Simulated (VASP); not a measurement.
# SnO2 (Pnnm) in VASP: single point with r2SCAN

Aim: the single point of SnO2 with r2SCAN.

Program: VASP 6.6.1. These are calculated values, not measurements. Logs are shortened: lines on timing, memory, paths and dates and some standing lists are left out, and cuts for length are marked.

### Step 1. The cell of the first run

The typed cell holds 6 atoms: a = 4.760 Å, b = 4.760 Å, c = 3.201 Å, α = 90.00°, β = 90.00°, γ = 90.00°.

### Step 2. Single point, r2SCAN

Contents of POSCAR:

```
SnO2
1.0
    4.7602164794      0.0000000000      0.0000000000
    0.0000000000      4.7602164794      0.0000000000
    0.0000000000      0.0000000000      3.2005650981
Sn O
2 4
Direct
    0.0000025355     -0.0000009908      0.0000017233
    0.5000024707      0.4999994482      0.4999959888
    0.3060119340      0.3058092246      0.0000007510
    0.1939852441      0.8058039067      0.5000023319
    0.6939843634      0.6941968865     -0.0000039413
    0.8060134521      0.1941915247      0.5000031463
```

Contents of INCAR.step1:

```
PREC = Accurate ; ENCUT = 660
ISMEAR = 0 ; SIGMA = 0.05
LREAL = F ; LASPH = T
NELM = 120 ; NBANDS = 35
GGA = PE ; ALGO = Normal
EDIFF = 1E-5 ; LWAVE = T
LCHARG = F ; GGA_COMPAT = F
```

Contents of INCAR.step2:

```
PREC = Accurate ; ENCUT = 660
EDIFF = 1E-6 ; ISMEAR = 0
SIGMA = 0.05 ; LREAL = F
LASPH = T ; NELM = 120
ALGO = Normal ; ISIF = 2
LWAVE = F ; LCHARG = F
METAGGA = R2SCAN ; LMIXTAU = T
NBANDS = 35 ; ISTART = 1
GGA_COMPAT = F
```

Contents of KPOINTS:

```
Automatic mesh
0
Gamma
  6 6 8
```

Potentials or basis: VASP PAW PBE potentials, release 64 (Sn_d, O).

Started as:

```sh
$ cat potpaw_PBE.64/Sn_d/POTCAR potpaw_PBE.64/O/POTCAR > POTCAR
$ cp INCAR.step1 INCAR
$ mpirun -np 1 vasp_std > vasp.out
$ cp INCAR.step2 INCAR
$ mpirun -np 1 vasp_std > vasp.out
```

OUTCAR:

```text
PREC = Accurate
   ENCUT = 660
   EDIFF = 1E-6
   ISMEAR = 0
   LREAL = F
   LASPH = T
   NELM = 120
   ISIF = 2
   METAGGA = R2SCAN
   ISTART = 1

 ion  position               nearest neighbor table
   1  0.000  1.000  0.000-   3 2.06   5 2.06   4 2.07   4 2.07   6 2.07   6 2.07   2 3.73   2 3.73
                             2 3.73   2 3.73   2 3.73   2 3.73   2 3.73   2 3.73
   2  0.500  0.500  0.500-   6 2.06   4 2.06   3 2.07   5 2.07   5 2.07   3 2.07   1 3.73   1 3.73
                             1 3.73   1 3.73   1 3.73   1 3.73   1 3.73   1 3.73
   3  0.306  0.306  0.000-   1 2.06   2 2.07   2 2.07
   4  0.194  0.806  0.500-   2 2.06   1 2.07   1 2.07
   5  0.694  0.694  1.000-   1 2.06   2 2.07   2 2.07
   6  0.806  0.194  0.500-   2 2.06   1 2.07   1 2.07

  LATTYP: Found a simple tetragonal cell.
 ALAT       =     4.7602164794
 C/A-ratio  =     0.6723570476

  Lattice vectors:

 A1 = (   4.7602164794,   0.0000000000,   0.0000000000)
 A2 = (   0.0000000000,   4.7602164794,   0.0000000000)
 A3 = (   0.0000000000,   0.0000000000,   3.2005650981)

Analysis of symmetry for initial positions (statically):
=====================================================================
 Subroutine PRICEL returns:
 Original cell was already a primitive cell.

 Routine SETGRP: Setting up the symmetry group for a
 simple tetragonal supercell.

 Subroutine GETGRP returns: Found  4 space group operations
 (whereof  2 operations were pure point group operations)
 out of a pool of 16 trial point group operations.

The static configuration has the point symmetry C_2 .
 The point group associated with its full space group is D_2 .

Analysis of symmetry for dynamics (positions and initial velocities):
=====================================================================
 Subroutine PRICEL returns:
 Original cell was already a primitive cell.

 Routine SETGRP: Setting up the symmetry group for a
 simple tetragonal supercell.

 Subroutine GETGRP returns: Found  4 space group operations
 (whereof  2 operations were pure point group operations)
 out of a pool of 16 trial point group operations.

The dynamic configuration has the point symmetry C_2 .
 The point group associated with its full space group is D_2 .

 Subroutine INISYM returns: Found  4 space group operations
 (whereof  2 operations are pure point group operations),
 and found     1 'primitive' translations

----------------------------------------------------------------------------------------

                                     Primitive cell

  volume of cell :      72.5237

  direct lattice vectors                    reciprocal lattice vectors
     4.760216479  0.000000000  0.000000000     0.210074480  0.000000000  0.000000000
     0.000000000  4.760216479  0.000000000     0.000000000  0.210074480  0.000000000
     0.000000000  0.000000000  3.200565098     0.000000000  0.000000000  0.312444824

  length of vectors
     4.760216479  4.760216479  3.200565098     0.210074480  0.210074480  0.312444824

  position of ions in fractional coordinates (direct lattice)
     0.000002536  0.999999009  0.000001723
     0.500002471  0.499999448  0.499995989
     0.306011934  0.305809225  0.000000751
     0.193985244  0.805803907  0.500002332
     0.693984363  0.694196887  0.999996059
     0.806013452  0.194191525  0.500003146

  ion indices of the primitive-cell ions
   primitive index   ion index
                 1           1
                 2           2
                 3           3
                 4           4
                 5           5
                 6           6

----------------------------------------------------------------------------------------

 KPOINTS: Automatic mesh

Automatic generation of k-mesh.
 Grid dimensions read from file:
 generate k-points for:    6    6    8

 Generating k-lattice:

  Cartesian coordinates                     Fractional coordinates (reciprocal lattice)
     0.035012413  0.000000000  0.000000000     0.166666667  0.000000000  0.000000000
     0.000000000  0.035012413  0.000000000     0.000000000  0.166666667  0.000000000
     0.000000000  0.000000000  0.039055603     0.000000000  0.000000000  0.125000000

  Length of vectors
     0.035012413  0.035012413  0.039055603

  Shift w.r.t. Gamma in fractional coordinates (k-lattice)
     0.000000000  0.000000000  0.000000000

 Subroutine IBZKPT returns following result:
 ===========================================

 Found     80 irreducible k-points:

 Following reciprocal coordinates:
            Coordinates               Weight
  0.000000  0.000000  0.000000      1.000000
  0.166667  0.000000  0.000000      2.000000
  0.000000  0.166667  0.000000      2.000000
  0.333333  0.000000  0.000000      2.000000
  0.000000  0.333333  0.000000      2.000000
  0.500000  0.000000  0.000000      1.000000
[... 16 lines left out ...]
  0.000000  0.500000  0.125000      2.000000
  0.166667  0.166667  0.125000      8.000000
 [... further k-points ...]
   k-points           NKPTS =     80   k-points in BZ     NKDIM =     80   number of bands    NBANDS=     35
   number of dos      NEDOS =    301   number of ions     NIONS =      6
   total plane-waves  NPLWV =  44800
   dimension x,y,z NGX =    40 NGY =   40 NGZ =   28
   dimension x,y,z NGXF=    80 NGYF=   80 NGZF=   56
   ions per type =               2   4
   NGX,Y,Z   is equivalent  to a cutoff of  13.97, 13.97, 14.54 a.u.
   NGXF,Y,Z  is equivalent  to a cutoff of  27.94, 27.94, 29.09 a.u.
 SYSTEM =  unknown system
   PREC   = accura    normal or accurate (medium, high low for compatibility)
   ISTART =      1    job   : 0-new  1-cont  2-samecut
   ICHARG =      0    charge: 1-file 2-atom 10-const
   ISPIN  =      1    spin polarized calculation?
   LNONCOLLINEAR =      F non collinear calculations
   LSORBIT =      F    spin-orbit coupling
   LASPH  =      T    aspherical Exc in radial PAW
   ENCUT  =  660.0 eV  48.51 Ry    6.96 a.u.   9.97  9.97  6.70*2*pi/ulx,y,z
   NELM   =    120;   NELMIN=  2; NELMDL=  0     # of ELM steps
   EDIFF  = 0.1E-05   stopping-criterion for ELM
   LREAL  =      F    real-space projection
   EDIFFG = 0.1E-04   stopping-criterion for IOM
   NSW    =      0    number of steps for IOM
   IBRION =     -1    ionic relax: 0-MD 1-quasi-New 2-CG
   NFREE  =      0    steps in history (QN), initial steepest desc. (CG)
   ISIF   =      2    stress and relaxation
   ISYM   =      2    0-nonsym 1-usesym 2-fastsym
   POTIM  = 0.5000    time-step for ionic-motion
   TEBEG  =    0.0;   TEEND  =   0.0 temperature during run
   PSTRESS=    0.0 pullay stress
   NELECT =      52.0000    total number of electrons
   NUPDOWN=      -1.0000    fix difference up-down
   EMIN   =  10.00;   EMAX   =-10.00  energy-range for DOS
   EFERMI =   0.00;   METHOD = LEGACY
   ISMEAR =     0;   SIGMA  =   0.05  broadening in eV -4-tet -1-fermi 0-gaus
   EFERMI_NEDOS =   21; number of points for ismear=-14 and -15
   IALGO  =     38    algorithm
   IMIX   =      4    mixing-type and parameters
     AMIX     =   0.40;   BMIX     =  1.00
     AMIX_MAG =   1.60;   BMIX_MAG =  1.00
  volume/ion in A,a.u.               =      12.09        81.57
  Fermi-wavevector in a.u.,A,eV,Ry     =   1.465264  2.768948 29.211695  2.146999
  Thomas-Fermi vector in A             =   2.581142
   LORBIT       =      0    0 simple, 1 ext, 2 COOP (PROOUT), +10 PAW based schemes
   METAGGA = R2SCAN    functional components
   LHFCALC =     F    Hartree Fock is set to
   AEXX    =    0.0000 exact exchange contribution
   IVDW    =     0    specifies the selected vdW correction
   LEPSILON=     F    determine dielectric tensor
   LRPA    =     F    only Hartree local field effects (RPA)
 non-spin polarized calculation
 Gauss-broadening in eV      SIGMA  =   0.05
  energy-cutoff  :      660.00
  volume of cell :       72.52
 maximum number of plane-waves:      2828
   NGX = 19   NGY = 19   NGZ = 13

 number of electron      52.0000006 magnetization

 Free energy of the ion-electron system (eV)
  ---------------------------------------------------
  ext. energy  EPLUGINS =         0.00000000
  ---------------------------------------------------
  free energy    TOTEN  =       -84.65441672 eV

  energy without entropy =      -84.65441672  energy(sigma->0) =      -84.65441672

 E-fermi :   5.8672     XC(G=0): -11.9678

 val. band max:        5.5534320044   @ k =   0.0000   0.0000   0.0000
 cond. band min:       7.3499684811   @ k =   0.0000   0.0000   0.0000
 fundamental gap:      1.7965364767
 Fermi energy:         5.8672337354

 k-point     1 :       0.0000    0.0000    0.0000
  band No.  band energies     occupation
      1     -16.1818      2.00000
      2     -15.2690      2.00000
      3     -14.9686      2.00000
      4     -14.9686      2.00000
      5     -14.9468      2.00000
      6     -14.9074      2.00000
[... 27 lines left out ...]
     34      18.6539      0.00000
     35      18.9955      0.00000

 k-point     2 :       0.1667    0.0000    0.0000
  band No.  band energies     occupation
      1     -16.1347      2.00000
      2     -15.3282      2.00000
      3     -14.9670      2.00000
      4     -14.9669      2.00000
      5     -14.9487      2.00000
      6     -14.9474      2.00000
[... 27 lines left out ...]
     34      18.6138      0.00000
     35      18.9398      0.00000

 k-point     3 :       0.0000    0.1667    0.0000
  band No.  band energies     occupation
      1     -16.1347      2.00000
      2     -15.3282      2.00000
      3     -14.9670      2.00000
      4     -14.9669      2.00000
      5     -14.9487      2.00000
      6     -14.9474      2.00000
[... 27 lines left out ...]
     34      18.6172      0.00000
     35      18.9401      0.00000

 k-point     4 :       0.3333    0.0000    0.0000
  band No.  band energies     occupation
      1     -15.9967      2.00000
      2     -15.5275      2.00000
      3     -14.9737      2.00000
      4     -14.9637      2.00000
      5     -14.9636      2.00000
      6     -14.9549      2.00000
[... 27 lines left out ...]
     34      18.6096      0.00000
     35      18.8774      0.00000

 k-point     5 :       0.0000    0.3333    0.0000
  band No.  band energies     occupation
      1     -15.9966      2.00000
      2     -15.5275      2.00000
      3     -14.9737      2.00000
      4     -14.9637      2.00000
      5     -14.9635      2.00000
      6     -14.9549      2.00000
[... 638 lines left out ...]
 k-point    22 :       0.5000    0.0000    0.1250
  band No.  band energies     occupation
      1     -15.7490      2.00000
      2     -15.7490      2.00000
      3     -15.1458      2.00000
      4     -15.1458      2.00000
      5     -14.8905      2.00000
      6     -14.8904      2.00000
[... 27 lines left out ...]
     34      18.8025      0.00000
     35      19.2233      0.00000

 k-point    23 :       0.0000    0.5000    0.1250
  band No.  band energies     occupation
      1     -15.7490      2.00000
      2     -15.7489      2.00000
      3     -15.1458      2.00000
      4     -15.1458      2.00000
      5     -14.8905      2.00000
      6     -14.8904      2.00000
[... 27 lines left out ...]
     34      18.8060      0.00000
     35      19.2227      0.00000

 k-point    24 :       0.1667    0.1667    0.1250
  band No.  band energies     occupation
      1     -16.0297      2.00000
      2     -15.3798      2.00000
      3     -15.1574      2.00000
      4     -15.1345      2.00000
      5     -14.9162      2.00000
      6     -14.8854      2.00000
[... 27 lines left out ...]
     34      18.5877      0.00000
     35      18.8249      0.00000

 [... further k-points ...]

------------------------ aborting loop because EDIFF is reached ----------------------------------------

  FORCE on cell =-STRESS in cart. coord.  units (eV):
  Direction    XX          YY          ZZ          XY          YZ          ZX
  --------------------------------------------------------------------------------------
  -------------------------------------------------------------------------------------
  Total        0.3092280      0.3050832      0.5550767      0.0000000      0.0000000      0.0000000
  in kB        6.8313941      6.7398277     12.2626274      0.0000000      0.0000000      0.0000000
  external PRESSURE =       8.6112831 kB  Pullay stress =       0.0000000 kB

 VOLUME and BASIS-vectors are now :
 -----------------------------------------------------------------------------
  energy-cutoff  :      660.00
  volume of cell :       72.52
      direct lattice vectors                 reciprocal lattice vectors
     4.760216479  0.000000000  0.000000000     0.210074480  0.000000000  0.000000000
     0.000000000  4.760216479  0.000000000     0.000000000  0.210074480  0.000000000
     0.000000000  0.000000000  3.200565098     0.000000000  0.000000000  0.312444824

 POSITION                                       TOTAL-FORCE (eV/Angst)
 -----------------------------------------------------------------------------------
      0.00001      4.76021      0.00001         0.000000      0.000000     -0.002266
      2.38012      2.38011      1.60027         0.000000      0.000000      0.002266
      1.45668      1.45572      0.00000        -0.020375     -0.019595      0.000143
      0.92341      3.83580      1.60029         0.020375     -0.019595     -0.000143
      3.30352      3.30453      3.20055         0.020375      0.019595      0.000143
      3.83680      0.92439      1.60029        -0.020375      0.019595     -0.000143
 -----------------------------------------------------------------------------------
    total drift:                                0.051195     -0.027272     -0.027156

  FREE ENERGIE OF THE ION-ELECTRON SYSTEM (eV)
  ---------------------------------------------------
  free  energy   TOTEN  =       -84.6544167247 eV

  energy  without entropy=      -84.6544167247  energy(sigma->0) =      -84.65441672
```

Wall time 23 min (1 thread of Intel Xeon 8259CL, shared host); peak memory 0.37 GiB.

Results:

- Free energy: -84.6544 eV
- Pressure: 0.9 GPa
- Largest force: 0.028 eV/Å
- Band gap on the k mesh: 1.80 eV

Forces on the atoms (eV/Å):
```
Sn   0.000  0.000 -0.002
Sn   0.000  0.000  0.002
O   -0.020 -0.020  0.000
O    0.020 -0.020  0.000
O    0.020  0.020  0.000
O   -0.020  0.020  0.000
```

Levels at points of the mesh, in eV from the valence-band top:
| k point | band 24 | band 25 | band 26 | band 27 | band 28 | band 29 |
| --- | --- | --- | --- | --- | --- | --- |
| (0.00, 0.00, 0.00) | -0.78 | -0.78 | 0.00 | 1.80 | 6.82 | 7.05 |
| (0.50, 0.00, 0.00) | -1.17 | -0.62 | -0.62 | 5.01 | 5.01 | 7.81 |
| (0.00, 0.50, 0.00) | -1.17 | -0.62 | -0.62 | 5.00 | 5.00 | 7.81 |
| (0.50, 0.50, 0.00) | -1.30 | -0.92 | -0.92 | 5.45 | 5.45 | 8.22 |
| (0.00, 0.00, 0.50) | -1.67 | -1.27 | -1.27 | 6.87 | 6.87 | 10.53 |
| (0.50, 0.00, 0.50) | -1.11 | -0.69 | -0.69 | 7.15 | 7.15 | 8.85 |
| (0.00, 0.50, 0.50) | -1.11 | -0.69 | -0.69 | 7.15 | 7.15 | 8.85 |
| (0.50, 0.50, 0.50) | -0.96 | -0.85 | -0.85 | 5.53 | 5.53 | 9.65 |

Caveat: the PAW data sets were made with another functional, which shifts forces and pressure a little; spin-orbit coupling is left out, which moves the levels of the heavy elements.
